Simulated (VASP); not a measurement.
# AsH3 in VASP: a series of runs

Aim: see how the results for AsH3 move with the level of theory and the settings. Levels: revPBE, AM05. Tasks: single point.

Everything below comes from runs of VASP 6.6.1. Logs are shortened: lines on timing, memory, paths and dates and some standing lists are left out, and cuts for length are marked.

## 1. The cell of the first run

The cell holds a molecule in a box, 4 atoms: a = 12.000 Å, b = 11.000 Å, c = 11.000 Å, α = 90.00°, β = 90.00°, γ = 90.00°.

## 2. Single point, revPBE (last atom moved by 0.05 Å along z)

Contents of INCAR:

```
ADDGRID = False
ALGO = Normal
EDIFF = 1E-8
EFERMI = MIDGAP
ENCUT = 560
GGA = RE
GGA_COMPAT = False
ISIF = 0
ISMEAR = 0
LASPH = True
LCHARG = False
LREAL = Auto
LWAVE = False
NBANDS = 28
NELM = 120
NELMDL = -8
PREC = Accurate
ROPT = -0.00025 -0.00025
SIGMA = 0.03
```

Contents of KPOINTS:

```
k-points
0
Gamma
  1 1 1
```

Contents of POSCAR:

```
AsH3
1.0
   12.0000000000      0.0000000000      0.0000000000
    0.0000000000     11.0000000000      0.0000000000
    0.0000000000      0.0000000000     11.0000000000
As H
1 3
Direct
    0.4886875000      0.5496545500      0.4586863600
    0.5358291700      0.5626272700      0.5864500000
    0.4176708300      0.4411909100      0.4956954500
    0.5844958300      0.4678272700      0.4242772700
```

Potentials or basis: VASP PAW PBE potentials, release 64 (As, H).

On the command line:

```sh
cat potpaw_PBE.64/As/POTCAR potpaw_PBE.64/H/POTCAR > POTCAR
mpirun -np 1 vasp_gam > vasp.out
```

OUTCAR:

```text
EDIFF = 1E-8
   EFERMI = MIDGAP
   ENCUT = 560
   GGA = RE
   ISIF = 0
   ISMEAR = 0
   LASPH = True
   LREAL = Auto
   NELM = 120
   NELMDL = -8
   PREC = Accurate

 ion  position               nearest neighbor table
   1  0.489  0.550  0.459-   4 1.51   3 1.52   2 1.52
   2  0.536  0.563  0.586-   1 1.52
   3  0.418  0.441  0.496-   1 1.52
   4  0.584  0.468  0.424-   1 1.51

  LATTYP: Found a simple tetragonal cell.
 ALAT       =    11.0000000000
 C/A-ratio  =     1.0909090909

  Lattice vectors:

 A1 = (   0.0000000000,  11.0000000000,   0.0000000000)
 A2 = (   0.0000000000,   0.0000000000,  11.0000000000)
 A3 = (  12.0000000000,   0.0000000000,   0.0000000000)

Analysis of symmetry for initial positions (statically):
=====================================================================
 Subroutine PRICEL returns:
 Original cell was already a primitive cell.

 Routine SETGRP: Setting up the symmetry group for a
 simple tetragonal supercell.

 Subroutine GETGRP returns: Found  1 space group operations
 (whereof  1 operations were pure point group operations)
 out of a pool of 16 trial point group operations.

The static configuration has the point symmetry C_1 .

Analysis of symmetry for dynamics (positions and initial velocities):
=====================================================================
 Subroutine PRICEL returns:
 Original cell was already a primitive cell.

 Routine SETGRP: Setting up the symmetry group for a
 simple tetragonal supercell.

 Subroutine GETGRP returns: Found  1 space group operations
 (whereof  1 operations were pure point group operations)
 out of a pool of 16 trial point group operations.

The dynamic configuration has the point symmetry C_1 .

 Subroutine INISYM returns: Found  1 space group operations
 (whereof  1 operations are pure point group operations),
 and found     1 'primitive' translations

----------------------------------------------------------------------------------------

                                     Primitive cell

  volume of cell :    1452.0000

  direct lattice vectors                    reciprocal lattice vectors
    12.000000000  0.000000000  0.000000000     0.083333333  0.000000000  0.000000000
     0.000000000 11.000000000  0.000000000     0.000000000  0.090909091  0.000000000
     0.000000000  0.000000000 11.000000000     0.000000000  0.000000000  0.090909091

  length of vectors
    12.000000000 11.000000000 11.000000000     0.083333333  0.090909091  0.090909091

  position of ions in fractional coordinates (direct lattice)
     0.488687500  0.549654550  0.458686360
     0.535829170  0.562627270  0.586450000
     0.417670830  0.441190910  0.495695450
     0.584495830  0.467827270  0.424277270

  ion indices of the primitive-cell ions
   primitive index   ion index
                 1           1
                 2           2
                 3           3
                 4           4

----------------------------------------------------------------------------------------

 KPOINTS: k-points

Automatic generation of k-mesh.
 Grid dimensions read from file:
 generate k-points for:    1    1    1

 Generating k-lattice:

  Cartesian coordinates                     Fractional coordinates (reciprocal lattice)
     0.083333333  0.000000000  0.000000000     1.000000000  0.000000000  0.000000000
     0.000000000  0.090909091  0.000000000     0.000000000  1.000000000  0.000000000
     0.000000000  0.000000000  0.090909091     0.000000000  0.000000000  1.000000000

  Length of vectors
     0.083333333  0.090909091  0.090909091

  Shift w.r.t. Gamma in fractional coordinates (k-lattice)
     0.000000000  0.000000000  0.000000000

 Subroutine IBZKPT returns following result:
 ===========================================

 Found      1 irreducible k-points:

 Following reciprocal coordinates:
            Coordinates               Weight
  0.000000  0.000000  0.000000      1.000000
   k-points           NKPTS =      1   k-points in BZ     NKDIM =      1   number of bands    NBANDS=     28
   number of dos      NEDOS =    301   number of ions     NIONS =      4
   total plane-waves  NPLWV = 777600
   dimension x,y,z NGX =    96 NGY =   90 NGZ =   90
   dimension x,y,z NGXF=   192 NGYF=  180 NGZF=  180
   ions per type =               1   3
   NGX,Y,Z   is equivalent  to a cutoff of  13.30, 13.60, 13.60 a.u.
   NGXF,Y,Z  is equivalent  to a cutoff of  26.60, 27.20, 27.20 a.u.
 SYSTEM =  unknown system
   PREC   = accura    normal or accurate (medium, high low for compatibility)
   ISTART =      0    job   : 0-new  1-cont  2-samecut
   ICHARG =      2    charge: 1-file 2-atom 10-const
   ISPIN  =      1    spin polarized calculation?
   LNONCOLLINEAR =      F non collinear calculations
   LSORBIT =      F    spin-orbit coupling
   LASPH  =      T    aspherical Exc in radial PAW
   ENCUT  =  560.0 eV  41.16 Ry    6.42 a.u.  23.15 21.22 21.22*2*pi/ulx,y,z
   NELM   =    120;   NELMIN=  2; NELMDL= -8     # of ELM steps
   EDIFF  = 0.1E-07   stopping-criterion for ELM
   LREAL  =      T    real-space projection
   EDIFFG = 0.1E-06   stopping-criterion for IOM
   NSW    =      0    number of steps for IOM
   IBRION =     -1    ionic relax: 0-MD 1-quasi-New 2-CG
   NFREE  =      0    steps in history (QN), initial steepest desc. (CG)
   ISIF   =      0    stress and relaxation
   ISYM   =      2    0-nonsym 1-usesym 2-fastsym
   POTIM  = 0.5000    time-step for ionic-motion
   TEBEG  =    0.0;   TEEND  =   0.0 temperature during run

   SCALEE = 1.0000    scale energy and forces
   PSTRESS=    0.0 pullay stress
   NELECT =       8.0000    total number of electrons
   NUPDOWN=      -1.0000    fix difference up-down
   EMIN   =  10.00;   EMAX   =-10.00  energy-range for DOS
   EFERMI =   0.00;   METHOD = MIDGAP
   ISMEAR =     0;   SIGMA  =   0.03  broadening in eV -4-tet -1-fermi 0-gaus
   EFERMI_NEDOS =   21; number of points for ismear=-14 and -15
   IALGO  =     38    algorithm
   IMIX   =      4    mixing-type and parameters
     AMIX     =   0.40;   BMIX     =  1.00
     AMIX_MAG =   1.60;   BMIX_MAG =  1.00
  volume/ion in A,a.u.               =     363.00      2449.64
  Fermi-wavevector in a.u.,A,eV,Ry     =   0.289145  0.546405  1.137514  0.083605
  Thomas-Fermi vector in A             =   1.146600
   LORBIT       =      0    0 simple, 1 ext, 2 COOP (PROOUT), +10 PAW based schemes
   GGA     = RE    functional components
   LHFCALC =     F    Hartree Fock is set to
   AEXX    =    0.0000 exact exchange contribution
   IVDW    =     0    specifies the selected vdW correction
   LEPSILON=     F    determine dielectric tensor
   LRPA    =     F    only Hartree local field effects (RPA)

   CSHIFT  =0.1000    complex shift for real part using Kramers Kronig

   OMEGAMAX=  -1.0    maximum frequency
 non-spin polarized calculation
 Gauss-broadening in eV      SIGMA  =   0.03
  energy-cutoff  :      560.00
  volume of cell :     1452.00
 maximum number of plane-waves:     21844
 NGX is ok and might be reduce to    96
   NGX = 47   NGY = 43   NGZ = 43

 number of electron       8.0000000 magnetization

 Free energy of the ion-electron system (eV)
  ---------------------------------------------------
  ext. energy  EPLUGINS =         0.00000000
  ---------------------------------------------------
  free energy    TOTEN  =       -14.46850548 eV

  energy without entropy =      -14.46850548  energy(sigma->0) =      -14.46850548

 E-fermi :  -3.7041     XC(G=0):  -0.7107

 val. band max:       -6.6165643331   @ k =   0.0000   0.0000   0.0000
 cond. band min:      -0.7916945670   @ k =   0.0000   0.0000   0.0000
 fundamental gap:      5.8248697662
 Fermi energy:        -3.7041294501

 k-point     1 :       0.0000    0.0000    0.0000
  band No.  band energies     occupation
      1     -15.9345      2.00000
      2      -8.7592      2.00000
      3      -8.6963      2.00000
      4      -6.6166      2.00000
      5      -0.7917      0.00000
      6      -0.2442      0.00000
[... 8 lines left out ...]
     15       1.7215      0.00000
     16       1.9595      0.00000
 [bands above 16 left out]

------------------------ aborting loop because EDIFF is reached ----------------------------------------

 VOLUME and BASIS-vectors are now :
 -----------------------------------------------------------------------------
  energy-cutoff  :      560.00
  volume of cell :     1452.00
      direct lattice vectors                 reciprocal lattice vectors
    12.000000000  0.000000000  0.000000000     0.083333333  0.000000000  0.000000000
     0.000000000 11.000000000  0.000000000     0.000000000  0.090909091  0.000000000
     0.000000000  0.000000000 11.000000000     0.000000000  0.000000000  0.090909091

 POSITION                                       TOTAL-FORCE (eV/Angst)
 -----------------------------------------------------------------------------------
      5.86425      6.04620      5.04555        -0.314351      0.558145     -0.244186
      6.42995      6.18890      6.45095         0.061028      0.033490      0.314574
      5.01205      4.85310      5.45265        -0.152482     -0.245007      0.114203
      7.01395      5.14610      4.66705         0.405805     -0.346627     -0.184591
 -----------------------------------------------------------------------------------
    total drift:                               -0.006594     -0.003152     -0.004904

  FREE ENERGIE OF THE ION-ELECTRON SYSTEM (eV)
  ---------------------------------------------------
  free  energy   TOTEN  =       -14.4685054780 eV

  energy  without entropy=      -14.4685054780  energy(sigma->0) =      -14.46850548
```

It took 4.6 min on 1 thread of Intel Xeon Platinum 8259CL at 2.50GHz (Skylake/Cascade Lake), shared host; peak memory 1.3 GiB.

Results:

```yaml
Free_energy: -14.4685 eV
Largest_force: 0.686 eV/Å
Gap_between_the_frontier_levels: 5.82 eV
```

Forces in eV/Å, atoms in the order of the input:
```
As  -0.314  0.558 -0.244
H    0.061  0.033  0.315
H   -0.152 -0.245  0.114
H    0.406 -0.347 -0.185
```

Caveat: the cell differs from its parent crystal (last atom moved by 0.05 Å along z); the PAW data sets were made with another functional, which shifts forces and pressure a little.

## 3. Single point, AM05

POSCAR, as its differences from that of step 2:

```diff
@@ -11,2 +11,2 @@
     0.4176708300      0.4411909100      0.4956954500
-    0.5844958300      0.4678272700      0.4242772700
+    0.5844958300      0.4678272700      0.4197318200
```

Contents of INCAR.step1:

```
ALGO = Normal
EDIFF = 1E-5
EFERMI = MIDGAP
ENCUT = 400
GGA = PE
GGA_COMPAT = False
ISIF = 0
ISMEAR = 0
LASPH = True
LCHARG = True
LREAL = False
LWAVE = True
NELM = 100
NELMDL = -8
PREC = Accurate
SIGMA = 0.03
```

Contents of INCAR.step2:

```
ALGO = All
EDIFF = 1E-6
EFERMI = MIDGAP
ENCUT = 400
GGA = AM
GGA_COMPAT = False
ISEARCH = 1
ISIF = 0
ISMEAR = 0
ISTART = 1
LASPH = True
LCHARG = False
LREAL = False
LWAVE = False
NELM = 100
NELMDL = -8
PREC = Accurate
SIGMA = 0.03
```

KPOINTS is that of step 2.

Potentials or basis: VASP PAW PBE potentials, release 64 (As, H).

On the command line:

```sh
cat potpaw_PBE.64/As/POTCAR potpaw_PBE.64/H/POTCAR > POTCAR
cp INCAR.step1 INCAR
mpirun -np 1 vasp_gam > vasp.out
cp INCAR.step2 INCAR
mpirun -np 1 vasp_gam > vasp.out
```

OUTCAR:

```text
EDIFF = 1E-6
   EFERMI = MIDGAP
   ENCUT = 400
   GGA = AM
   ISIF = 0
   ISMEAR = 0
   ISTART = 1
   LASPH = True
   LREAL = False
   NELM = 100
   NELMDL = -8
   PREC = Accurate

 Found      1 irreducible k-points:

 Following reciprocal coordinates:
            Coordinates               Weight
  0.000000  0.000000  0.000000      1.000000
   k-points           NKPTS =      1   k-points in BZ     NKDIM =      1   number of bands    NBANDS=      8
   number of dos      NEDOS =    301   number of ions     NIONS =      4
   total plane-waves  NPLWV = 414720
   dimension x,y,z NGX =    80 NGY =   72 NGZ =   72
   dimension x,y,z NGXF=   160 NGYF=  144 NGZF=  144
[... 73 lines left out ...]
 Fermi energy:        -6.3833064358

 k-point     1 :       0.0000    0.0000    0.0000
  band No.  band energies     occupation
      1     -15.9122      2.00000
      2      -8.6657      2.00000
      3      -8.6655      2.00000
      4      -6.5215      2.00000
      5       2.8152      0.00000
      6       4.2601      0.00000
      7       3.5033      0.00000
      8       3.1815      0.00000

------------------------ aborting loop because EDIFF is reached ----------------------------------------

 VOLUME and BASIS-vectors are now :
 -----------------------------------------------------------------------------
  energy-cutoff  :      400.00
  volume of cell :     1452.00
      direct lattice vectors                 reciprocal lattice vectors
    12.000000000  0.000000000  0.000000000     0.083333333  0.000000000  0.000000000
     0.000000000 11.000000000  0.000000000     0.000000000  0.090909091  0.000000000
     0.000000000  0.000000000 11.000000000     0.000000000  0.000000000  0.090909091

 POSITION                                       TOTAL-FORCE (eV/Angst)
 -----------------------------------------------------------------------------------
      5.86425      6.04620      5.04555        -0.198559      0.450554     -0.319693
      6.42995      6.18890      6.45095         0.106005     -0.037114      0.240873
      5.01205      4.85310      5.45265        -0.096290     -0.228130      0.098851
      7.01395      5.14610      4.61705         0.188843     -0.185309     -0.020031
 -----------------------------------------------------------------------------------
    total drift:                               -0.001330      0.000704      0.000756

  FREE ENERGIE OF THE ION-ELECTRON SYSTEM (eV)
  ---------------------------------------------------
  free  energy   TOTEN  =       -14.3190800629 eV

  energy  without entropy=      -14.3190800629  energy(sigma->0) =      -14.31908006
```

OUTCAR.step1:

```text
EDIFF = 1E-5
   EFERMI = MIDGAP
   ENCUT = 400
   GGA = PE
   ISIF = 0
[... 116 lines left out ...]
      5.86425      6.04620      5.04555        -0.197027      0.446631     -0.316972
      6.42995      6.18890      6.45095         0.109053     -0.025514      0.252084
      5.01205      4.85310      5.45265        -0.111358     -0.233698      0.097301
      7.01395      5.14610      4.61705         0.199332     -0.187419     -0.032413
 -----------------------------------------------------------------------------------
    total drift:                                0.000083     -0.000098      0.000104

  FREE ENERGIE OF THE ION-ELECTRON SYSTEM (eV)
  ---------------------------------------------------
  free  energy   TOTEN  =       -14.3811278515 eV

  energy  without entropy=      -14.3811278515  energy(sigma->0) =      -14.38112785
```

Wall time 10 min (1 thread of Intel Xeon Platinum 8375C at 2.90GHz (Ice Lake), shared host); peak memory 0.77 GiB.

What came out:

* Free energy: -14.3191 eV
* Largest force: 0.587 eV/Å
* Gap between the frontier levels: 9.34 eV

Forces on the atoms (eV/Å):
```
As  -0.199  0.451 -0.320
H    0.106 -0.037  0.241
H   -0.096 -0.228  0.099
H    0.189 -0.185 -0.020
```

Caveat: the PAW data sets were made with another functional, which shifts forces and pressure a little.
